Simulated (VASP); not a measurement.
Hf, 1 atom in the cell. The typed cell holds 1 atom: a = 3.078 Å, b = 3.058 Å, c = 3.476 Å, α = 55.73°, β = 55.49°, γ = 61.24°. 

* Program: VASP 6.6.1
* Task: relaxation of cell and atoms
* Functional: PBE
* Potentials or basis: VASP PAW PBE potentials, release 64 (Hf_pv)
* Cutoff: 600 eV
* k mesh: 11 × 11 × 10
* Occupations: fermi-dirac, width 0.05 eV
* Spin: no spin polarisation
* Dipole correction: no
* Further INCAR settings: ALGO = Fast; EDIFF = 1e-06; IBRION = 2; EDIFFG = -0.01; NSW = 60; ISIF = 3

Potentials or basis: VASP PAW PBE potentials, release 64 (Hf_pv).

Command:

```console
$ cat potpaw_PBE.64/Hf_pv/POTCAR > POTCAR
$ mpirun -np 1 vasp_std > vasp.out
```

Hardware: 1 thread of Intel(R) Xeon(R) Platinum 8259CL CPU @ 2.50GHz (Skylake/Cascade Lake), on a shared host.

Question: How long does it take, and how much memory?

Answer: Run time: 25 min on 1 thread of Intel(R) Xeon(R) Platinum 8259CL CPU @ 2.50GHz (Skylake/Cascade Lake) (shared host), peak memory 0.32 GiB. Counts: scf iterations 104, k points 606, ion steps 16.
